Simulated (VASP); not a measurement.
# TiO (Pm-3m) in VASP: a series of runs

TiO is run at these levels: PBEsol; tasks: single point.

Program: VASP 6.6.1. These are calculated values, not measurements. Logs are shortened: lines on timing, memory, paths and dates and some standing lists are left out, and cuts for length are marked.

## (1) The cell of the first run

Symmetry: Pm-3m, No. 221, cubic system. The conventional cell has a = 4.034 Å, b = 4.034 Å, c = 4.034 Å, α = 90.00°, β = 90.00°, γ = 90.00°. Ti (site symmetry 4/mmm) has 4 O at 2.02 Å within 2.7 Å. O (site symmetry 4/mmm) has 4 Ti at 2.02 Å within 2.7 Å.

## (2) Single point, PBEsol

The input, INCAR:

```
  ALGO = Normal
  EDIFF = 1E-6
  ENCUT = 520
  GGA = PS
  ISIF = 2
  ISMEAR = 0
  LASPH = T
  LCHARG = T
  LELF = T
  LREAL = F
  LVHAR = T
  LWAVE = F
  NBANDS = 36
  NELM = 80
  PREC = Accurate
  SIGMA = 0.15
```

The input, KPOINTS:

```
k-points
0
Gamma
  12 12 12
```

The input, POSCAR:

```
TiO
1.0
    4.0335084229      0.0000000000      0.0000000000
    0.0000000000      4.0335084229      0.0000000000
    0.0000000000      0.0000000000      4.0335084229
Ti O
3 3
Direct
    0.5000000000      0.5000000000      0.0000000000
    0.0000000000      0.5000000000      0.5000000000
    0.5000000000      0.0000000000      0.5000000000
    0.0000000000      0.5000000000      0.0000000000
    0.5000000000      0.0000000000      0.0000000000
    0.0000000000      0.0000000000      0.5000000000
```

Potentials or basis: VASP PAW PBE potentials, release 64 (Ti_sv, O).

Run with:

```sh
$ cat potpaw_PBE.64/Ti_sv/POTCAR potpaw_PBE.64/O/POTCAR > POTCAR
$ mpirun -np 1 vasp_std > vasp.out
```

OUTCAR:

```text
EDIFF = 1E-6
   ENCUT = 520
   GGA = PS
   ISIF = 2
   ISMEAR = 0
   LASPH = T
   LREAL = F
   NELM = 80
   PREC = Accurate

 ion  position               nearest neighbor table
   1  0.500  0.500  0.000-   4 2.02   5 2.02   5 2.02   4 2.02   2 2.85   3 2.85   3 2.85   2 2.85
                             3 2.85   2 2.85   3 2.85   2 2.85
   2  0.000  0.500  0.500-   4 2.02   6 2.02   4 2.02   6 2.02   1 2.85   1 2.85   3 2.85   3 2.85
                             1 2.85   3 2.85   1 2.85   3 2.85
   3  0.500  0.000  0.500-   5 2.02   6 2.02   5 2.02   6 2.02   1 2.85   1 2.85   1 2.85   2 2.85
                             1 2.85   2 2.85   2 2.85   2 2.85
   4  0.000  0.500  0.000-   1 2.02   2 2.02   2 2.02   1 2.02
   5  0.500  0.000  0.000-   1 2.02   3 2.02   3 2.02   1 2.02
   6  0.000  0.000  0.500-   2 2.02   3 2.02   2 2.02   3 2.02

  LATTYP: Found a simple cubic cell.
 ALAT       =     4.0335084229

  Lattice vectors:

 A1 = (   4.0335084229,   0.0000000000,   0.0000000000)
 A2 = (   0.0000000000,   4.0335084229,   0.0000000000)
 A3 = (   0.0000000000,   0.0000000000,   4.0335084229)

Analysis of symmetry for initial positions (statically):
=====================================================================
 Subroutine PRICEL returns:
 Original cell was already a primitive cell.

 Routine SETGRP: Setting up the symmetry group for a
 simple cubic supercell.

 Subroutine GETGRP returns: Found 48 space group operations
 (whereof 48 operations were pure point group operations)
 out of a pool of 48 trial point group operations.

The static configuration has the point symmetry O_h .

Analysis of symmetry for dynamics (positions and initial velocities):
=====================================================================
 Subroutine PRICEL returns:
 Original cell was already a primitive cell.

 Routine SETGRP: Setting up the symmetry group for a
 simple cubic supercell.

 Subroutine GETGRP returns: Found 48 space group operations
 (whereof 48 operations were pure point group operations)
 out of a pool of 48 trial point group operations.

The dynamic configuration has the point symmetry O_h .

 Subroutine INISYM returns: Found 48 space group operations
 (whereof 48 operations are pure point group operations),
 and found     1 'primitive' translations

----------------------------------------------------------------------------------------

                                     Primitive cell

  volume of cell :      65.6219

  direct lattice vectors                    reciprocal lattice vectors
     4.033508423  0.000000000  0.000000000     0.247923122  0.000000000  0.000000000
     0.000000000  4.033508423  0.000000000     0.000000000  0.247923122  0.000000000
     0.000000000  0.000000000  4.033508423     0.000000000  0.000000000  0.247923122

  length of vectors
     4.033508423  4.033508423  4.033508423     0.247923122  0.247923122  0.247923122

  position of ions in fractional coordinates (direct lattice)
     0.500000000  0.500000000  0.000000000
     0.000000000  0.500000000  0.500000000
     0.500000000  0.000000000  0.500000000
     0.000000000  0.500000000  0.000000000
     0.500000000  0.000000000  0.000000000
     0.000000000  0.000000000  0.500000000

  ion indices of the primitive-cell ions
   primitive index   ion index
                 1           1
                 2           2
                 3           3
                 4           4
                 5           5
                 6           6

----------------------------------------------------------------------------------------

 KPOINTS: k-points

Automatic generation of k-mesh.
 Grid dimensions read from file:
 generate k-points for:   12   12   12

 Generating k-lattice:

  Cartesian coordinates                     Fractional coordinates (reciprocal lattice)
     0.020660260  0.000000000  0.000000000     0.083333333  0.000000000  0.000000000
     0.000000000  0.020660260  0.000000000     0.000000000  0.083333333  0.000000000
     0.000000000  0.000000000  0.020660260     0.000000000  0.000000000  0.083333333

  Length of vectors
     0.020660260  0.020660260  0.020660260

  Shift w.r.t. Gamma in fractional coordinates (k-lattice)
     0.000000000  0.000000000  0.000000000

 Subroutine IBZKPT returns following result:
 ===========================================

 Found     84 irreducible k-points:

 Following reciprocal coordinates:
            Coordinates               Weight
  0.000000  0.000000  0.000000      1.000000
  0.083333  0.000000  0.000000      6.000000
  0.166667  0.000000  0.000000      6.000000
  0.250000  0.000000  0.000000      6.000000
  0.333333  0.000000  0.000000      6.000000
  0.416667  0.000000  0.000000      6.000000
[... 16 lines left out ...]
  0.333333  0.333333  0.000000     12.000000
  0.416667  0.333333  0.000000     24.000000
 [... further k-points ...]
[... 34 lines left out ...]
   EFERMI_NEDOS =   21; number of points for ismear=-14 and -15
   IALGO  =     38    algorithm
   IMIX   =      4    mixing-type and parameters
     AMIX     =   0.40;   BMIX     =  1.00
     AMIX_MAG =   1.60;   BMIX_MAG =  1.00
  volume/ion in A,a.u.               =      10.94        73.81
  Fermi-wavevector in a.u.,A,eV,Ry     =   1.534110  2.899047 32.021215  2.353493
  Thomas-Fermi vector in A             =   2.641083
   LORBIT       =      0    0 simple, 1 ext, 2 COOP (PROOUT), +10 PAW based schemes
   GGA     = PS    functional components
   LHFCALC =     F    Hartree Fock is set to
   AEXX    =    0.0000 exact exchange contribution
   IVDW    =     0    specifies the selected vdW correction
   LEPSILON=     F    determine dielectric tensor
   LRPA    =     F    only Hartree local field effects (RPA)
 non-spin polarized calculation
 Gauss-broadening in eV      SIGMA  =   0.15
  energy-cutoff  :      520.00
  volume of cell :       65.62
 maximum number of plane-waves:      1791
 NGX is ok and might be reduce to    30
   NGX = 15   NGY = 15   NGZ = 15

 number of electron      53.9999972 magnetization

 Free energy of the ion-electron system (eV)
  ---------------------------------------------------
  ext. energy  EPLUGINS =         0.00000000
  ---------------------------------------------------
  free energy    TOTEN  =       -56.02139737 eV

  energy without entropy =      -55.96292550  energy(sigma->0) =      -55.99216143

 E-fermi :   8.3624     XC(G=0): -12.2560

 val. band max:        8.3611354945   @ k =   0.5000   0.5000   0.0000
 cond. band min:       8.3658814879   @ k =   0.4167   0.2500   0.2500
 fundamental gap:      0.0047459934
 Fermi energy:         8.3623780843

 k-point     1 :       0.0000    0.0000    0.0000
  band No.  band energies     occupation
      1     -48.5609      2.00000
      2     -48.3937      2.00000
      3     -48.3937      2.00000
      4     -25.1916      2.00000
      5     -25.1916      2.00000
      6     -25.1916      2.00000
[... 28 lines left out ...]
     35      11.9565      0.00000
     36      11.9571      0.00000

 k-point     2 :       0.0833    0.0000    0.0000
  band No.  band energies     occupation
      1     -48.5583      2.00000
      2     -48.3962      2.00000
      3     -48.3936      2.00000
      4     -25.1886      2.00000
      5     -25.1866      2.00000
      6     -25.1866      2.00000
[... 28 lines left out ...]
     35      11.9465      0.00000
     36      11.9847      0.00000

 k-point     3 :       0.1667    0.0000    0.0000
  band No.  band energies     occupation
      1     -48.5509      2.00000
      2     -48.4035      2.00000
      3     -48.3934      2.00000
      4     -25.1800      2.00000
      5     -25.1723      2.00000
      6     -25.1723      2.00000
[... 28 lines left out ...]
     35      11.6864      0.00000
     36      11.6867      0.00000
[... 742 lines left out ...]
 k-point    23 :       0.3333    0.3333    0.0000
  band No.  band energies     occupation
      1     -48.4954      2.00000
      2     -48.4346      2.00000
      3     -48.4151      2.00000
      4     -25.3327      2.00000
      5     -25.0867      2.00000
      6     -25.0824      2.00000
[... 28 lines left out ...]
     35      11.3952      0.00000
     36      11.5220      0.00000

 k-point    24 :       0.4167    0.3333    0.0000
  band No.  band energies     occupation
      1     -48.4830      2.00000
      2     -48.4427      2.00000
      3     -48.4191      2.00000
      4     -25.3619      2.00000
      5     -25.0873      2.00000
      6     -25.0808      2.00000
[... 28 lines left out ...]
     35      11.3109      0.00000
     36      11.4838      0.00000

 [... further k-points ...]

------------------------ aborting loop because EDIFF is reached ----------------------------------------

  FORCE on cell =-STRESS in cart. coord.  units (eV):
  Direction    XX          YY          ZZ          XY          YZ          ZX
  --------------------------------------------------------------------------------------
  -------------------------------------------------------------------------------------
  Total        0.2249365      0.2249365      0.2249365      0.0000000     -0.0000000      0.0000000
  in kB        5.4918882      5.4918882      5.4918882      0.0000000     -0.0000000      0.0000000
  external PRESSURE =       5.4918882 kB  Pullay stress =       0.0000000 kB

 VOLUME and BASIS-vectors are now :
 -----------------------------------------------------------------------------
  energy-cutoff  :      520.00
  volume of cell :       65.62
      direct lattice vectors                 reciprocal lattice vectors
     4.033508423  0.000000000  0.000000000     0.247923122  0.000000000  0.000000000
     0.000000000  4.033508423  0.000000000     0.000000000  0.247923122  0.000000000
     0.000000000  0.000000000  4.033508423     0.000000000  0.000000000  0.247923122

 POSITION                                       TOTAL-FORCE (eV/Angst)
 -----------------------------------------------------------------------------------
      2.01675      2.01675      0.00000         0.000000      0.000000      0.000000
      0.00000      2.01675      2.01675         0.000000      0.000000      0.000000
      2.01675      0.00000      2.01675         0.000000      0.000000      0.000000
      0.00000      2.01675      0.00000         0.000000      0.000000      0.000000
      2.01675      0.00000      0.00000         0.000000      0.000000      0.000000
      0.00000      0.00000      2.01675         0.000000      0.000000      0.000000
 -----------------------------------------------------------------------------------
    total drift:                                0.000000      0.000000     -0.000000

  FREE ENERGIE OF THE ION-ELECTRON SYSTEM (eV)
  ---------------------------------------------------
  free  energy   TOTEN  =       -56.0213973691 eV

  energy  without entropy=      -55.9629254976  energy(sigma->0) =      -55.99216143
```

Run time: 4 min. Hardware: 1 thread of Intel Xeon 8259CL, shared host; peak memory 0.28 GiB.

What came out:

| Quantity | Value |
| --- | --- |
| Free energy | -56.0214 eV |
| Pressure | 0.5 GPa |
| Band gap on the k mesh | zero (bands 27 and 28 overlap by 2.01 eV) |

Caveat: the PAW data sets were made with another functional, which shifts forces and pressure a little; semilocal functionals often make such compounds metallic where correlation or magnetic order opens a gap, which also shifts bond lengths.

## (3) Single point, PBEsol, collinear spin

This run uses another cell than the first one, of 11.38 Å³/atom.

The input, INCAR:

```
PREC = Accurate ; ENCUT = 520
EDIFF = 1E-6 ; ISMEAR = 0
SIGMA = 0.1 ; LREAL = False
LASPH = True ; NELM = 150
ALGO = Normal ; ISIF = 2
LWAVE = False ; LCHARG = True
ISPIN = 2 ; MAGMOM = 1 0 0 0 0 0
LORBIT = 11 ; LMAXMIX = 4
GGA = PS ; LELF = True
LVHAR = True ; NBANDS = 40
```

The input, KPOINTS:

```
Automatic mesh
0
Gamma
  4 4 4
```

POSCAR: that of step 2 with these lines changed.

```diff
@@ -2,5 +2,5 @@
 1.0
-    4.0335084229      0.0000000000      0.0000000000
-    0.0000000000      4.0335084229      0.0000000000
-    0.0000000000      0.0000000000      4.0335084229
+    4.0866680000      0.0000000000      0.0000000000
+    0.0000000000      4.0866680000      0.0000000000
+    0.0000000000      0.0000000000      4.0866680000
 Ti O
```

Potentials or basis: VASP PAW PBE potentials, release 64 (Ti_sv, O).

Run with:

```sh
$ cat potpaw_PBE.64/Ti_sv/POTCAR potpaw_PBE.64/O/POTCAR > POTCAR
$ mpirun -np 1 vasp_std > vasp.out
```

It took 3.7 min on 1 thread of Intel Xeon 8259CL, shared host; peak memory 0.23 GiB.

It converged, with:

| Property | Result |
| --- | --- |
| Free energy | -55.9347 eV |
| Pressure | -7.5 GPa |
| Net moment | 0.81 μB per cell |
| Site moments | Ti +0.21; O +0.00 μB |
| Valence electrons inside the program's atomic spheres | Ti 10.31; O 5.03 |

Levels at points of the mesh, in eV from the Fermi level:
Spin up:
```
           k point  band 26  band 27  band 28  band 29  band 30  band 31
(0.00, 0.00, 0.00)    -1.53    -1.53    -1.53     1.32     1.32     1.32
(0.50, 0.00, 0.00)    -1.15     0.35     0.35     0.76     1.25     1.54
(0.00, 0.00, 0.50)    -1.15     0.35     0.35     0.76     1.25     1.54
(0.50, 0.50, 0.00)    -0.81    -0.06    -0.06     1.82     1.93     1.93
(0.00, 0.50, 0.50)    -0.81    -0.06    -0.06     1.82     1.93     1.93
(0.50, 0.50, 0.50)    -0.68    -0.68     0.44     2.57     2.57     2.57
```
Spin down:
| k point | band 23 | band 24 | band 25 | band 26 | band 27 | band 28 | band 29 | band 30 |
| --- | --- | --- | --- | --- | --- | --- | --- | --- |
| (0.00, 0.00, 0.00) | -2.84 | -2.84 | -2.84 | -1.29 | -1.29 | -1.29 | 1.47 | 1.47 |
| (0.50, 0.00, 0.00) | -3.49 | -3.49 | -2.39 | -0.89 | 0.60 | 0.60 | 0.89 | 1.50 |
| (0.00, 0.00, 0.50) | -3.49 | -3.49 | -2.39 | -0.89 | 0.60 | 0.60 | 0.89 | 1.50 |
| (0.50, 0.50, 0.00) | -4.72 | -2.38 | -1.12 | -0.55 | 0.20 | 0.20 | 2.06 | 2.07 |
| (0.00, 0.50, 0.50) | -4.72 | -2.38 | -1.12 | -0.55 | 0.20 | 0.20 | 2.06 | 2.07 |
| (0.50, 0.50, 0.50) | -2.79 | -2.79 | -0.43 | -0.43 | -0.43 | 0.71 | 2.81 | 2.81 |

Caveat: the k points lie up to 0.38 Å⁻¹ apart; a moment this small can come from the mesh or the smearing; the PAW data sets were made with another functional, which shifts forces and pressure a little; semilocal functionals often make such compounds metallic where correlation or magnetic order opens a gap, which also shifts bond lengths.

## (4) Single point, PBEsol

The input, INCAR:

```
SYSTEM = TiO
ALGO = Normal
EDIFF = 1E-6
ENCUT = 520
GGA = PS
ISIF = 2
ISMEAR = 0
LASPH = .True.
LCHARG = .False.
LREAL = .False.
LWAVE = .False.
NBANDS = 36
NELM = 80
PREC = Accurate
SIGMA = 0.15
```

The input, KPOINTS:

```
k-points
0
Gamma
  14 14 14
  0 0 0
```

POSCAR: that of step 3 with these lines changed.

```diff
@@ -2,5 +2,5 @@
 1.0
-    4.0866680000      0.0000000000      0.0000000000
-    0.0000000000      4.0866680000      0.0000000000
-    0.0000000000      0.0000000000      4.0866680000
+    4.0335084229      0.0000000000      0.0000000000
+    0.0000000000      4.0335084229      0.0000000000
+    0.0000000000      0.0000000000      4.0335084229
 Ti O
```

Run with:

```sh
$ cat potpaw_PBE.64/Ti_sv/POTCAR potpaw_PBE.64/O/POTCAR > POTCAR
$ mpirun -np 1 vasp_std > vasp.out
```

Wall time 6.8 min (1 thread of Intel Xeon 8259CL, shared host); peak memory 0.33 GiB.

Results (log left out):

```
Free energy            : -56.0207 eV
Pressure               : 0.6 GPa
Band gap on the k mesh : zero (bands 27 and 28 overlap by 2.01 eV)
```

Levels at points of the mesh, in eV from the Fermi level:
| k point | band 23 | band 24 | band 25 | band 26 | band 27 | band 28 | band 29 | band 30 | band 31 | band 32 |
| --- | --- | --- | --- | --- | --- | --- | --- | --- | --- | --- |
| (0.00, 0.00, 0.00) | -3.04 | -3.04 | -3.04 | -1.59 | -1.59 | -1.59 | 1.37 | 1.37 | 1.37 | 2.21 |
| (0.50, 0.00, 0.00) | -3.72 | -3.72 | -2.68 | -1.18 | 0.41 | 0.41 | 0.75 | 1.37 | 1.62 | 1.62 |
| (0.50, 0.50, 0.00) | -4.98 | -2.56 | -1.34 | -0.79 | 0.00 | 0.00 | 1.96 | 2.01 | 2.07 | 2.07 |
| (0.50, 0.50, 0.50) | -3.00 | -3.00 | -0.67 | -0.67 | -0.67 | 0.60 | 2.76 | 2.76 | 2.76 | 2.89 |

Caveat: the PAW data sets were made with another functional, which shifts forces and pressure a little; semilocal functionals often make such compounds metallic where correlation or magnetic order opens a gap, which also shifts bond lengths.

## (5) Single point, PBEsol, collinear spin

The input, INCAR:

```
SYSTEM = TiO
PREC = Accurate
ENCUT = 520
EDIFF = 1E-6
ISMEAR = 0
SIGMA = 0.1
LREAL = .False.
LASPH = .True.
NELM = 150
ALGO = Normal
ISIF = 2
LWAVE = .False.
LCHARG = .False.
ISPIN = 2
MAGMOM = 0.17 0.17 0.17 0 0 0
LORBIT = 11
LMAXMIX = 4
GGA = PS
NBANDS = 40
```

The input, KPOINTS:

```
Automatic mesh
0
Gamma
  10 10 10
  0 0 0
```

POSCAR is that of step 4.

Run with:

```sh
$ cat potpaw_PBE.64/Ti_sv/POTCAR potpaw_PBE.64/O/POTCAR > POTCAR
$ mpirun -np 1 vasp_std > vasp.out
```

Wall time 8.2 min (1 thread of Intel Xeon 8259CL, shared host); peak memory 0.33 GiB.

Results (log left out):

```
Free energy                                           : -56.0071 eV
Pressure                                              : 0.5 GPa
Band gap on the k mesh                                : zero (filled and empty bands overlap)
Net moment                                            : 0.00 μB per cell
Valence electrons inside the program's atomic spheres : Ti 10.38; O 5.05
```

Levels at points of the mesh, in eV from the Fermi level:
Spin up:
```csv
k point,band 25,band 26,band 27,band 28,band 29,band 30
"(0.00, 0.00, 0.00)",-3.04,-1.60,-1.60,-1.60,1.36,1.36
"(0.50, 0.00, 0.00)",-2.68,-1.18,0.41,0.41,0.74,1.37
"(0.50, 0.50, 0.00)",-1.34,-0.80,-0.01,-0.01,1.95,2.00
"(0.50, 0.50, 0.50)",-0.68,-0.68,-0.68,0.60,2.75,2.75
```
Spin down:
```tsv
k point	band 25	band 26	band 27	band 28	band 29	band 30
(0.00, 0.00, 0.00)	-3.04	-1.60	-1.60	-1.60	1.36	1.36
(0.50, 0.00, 0.00)	-2.68	-1.18	0.41	0.41	0.75	1.37
(0.50, 0.50, 0.00)	-1.34	-0.80	-0.01	-0.01	1.95	2.00
(0.50, 0.50, 0.50)	-0.67	-0.67	-0.67	0.60	2.75	2.75
```

Caveat: the PAW data sets were made with another functional, which shifts forces and pressure a little; semilocal functionals often make such compounds metallic where correlation or magnetic order opens a gap, which also shifts bond lengths.

## (6) The runs side by side

```tsv
spin	cell	k mesh	smearing	gap on the mesh (eV)	pressure (GPa)	moment (μB)
off	a = 4.034 Å, 6 atoms	12 × 12 × 12	gaussian 0.15 eV	none	0.5	-
collinear	a = 4.087 Å, 6 atoms	4 × 4 × 4	gaussian 0.1 eV	none	-7.5	0.81
off	a = 4.034 Å, 6 atoms	14 × 14 × 14	gaussian 0.15 eV	none	0.6	-
collinear	a = 4.034 Å, 6 atoms	10 × 10 × 10	gaussian 0.1 eV	none	0.5	0.00
```

Alike in all rows: task single point; level PBEsol; potentials or basis VASP PAW PBE potentials, release 64 (Ti_sv, O); cutoff (eV) 520.

Caveats: some runs use coarse meshes; the PAW data sets were made with another functional, which shifts forces and pressure a little; semilocal functionals often make such compounds metallic where correlation or magnetic order opens a gap, which also shifts bond lengths; a moment this small can come from the mesh or the smearing (at least some runs).

Absolute energies hang on the potentials; compare differences alone.
